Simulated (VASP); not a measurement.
Here is a VASP 6.6.1 calculation.

POSCAR

```
AlN
1.0
    2.8254357198      0.0000000000      0.0000000000
   -1.4127178599      2.4468991101      0.0000000000
    0.0000000000      0.0000000000      4.8352136662
Al N
2 2
Direct
    0.0000000000      0.0000000000      0.0000000000
    0.0000000000      0.0000000000      0.5000000000
    0.3333333333      0.6666666667      0.2500000000
    0.6666666667      0.3333333333      0.7500000000
```

The input INCAR.step1:

```
ALGO = Normal
EDIFF = 1E-5
ENCUT = 520
GGA = PE
ISIF = 2
ISMEAR = -1
LASPH = T
LCHARG = F
LREAL = F
LWAVE = T
NBANDS = 16
NELM = 60
PREC = Accurate
SIGMA = 0.02
```

Contents of INCAR.step2:

```
ALGO = Normal
EDIFF = 1E-6
ENCUT = 520
GGA = PE
HFSCREEN = 0.2079
ISIF = 2
ISMEAR = -1
ISTART = 1
LASPH = T
LCHARG = F
LHFCALC = T
LREAL = F
LWAVE = F
NBANDS = 16
NELM = 60
PREC = Accurate
PRECFOCK = Normal
SIGMA = 0.02
```

File KPOINTS:

```
k-points
0
Gamma
  6 6 4
```

Potentials or basis: VASP PAW PBE potentials, release 64 (Al, N).

The run is started by

```bash
$ cat potpaw_PBE.64/Al/POTCAR potpaw_PBE.64/N/POTCAR > POTCAR
$ cp INCAR.step1 INCAR
$ mpirun -np 1 vasp_std > vasp.out
$ cp INCAR.step2 INCAR
$ mpirun -np 1 vasp_std > vasp.out
```

(1) Predict the band gap on the k mesh.

(2) Predict the pressure.

Results:

(1) 6.40 eV, indirect (least direct gap 6.76 eV).

(2) 0.0 GPa.

Caveat: the k points lie up to 0.43 Å⁻¹ apart; the PAW data sets were made with another functional, which shifts forces and pressure a little.
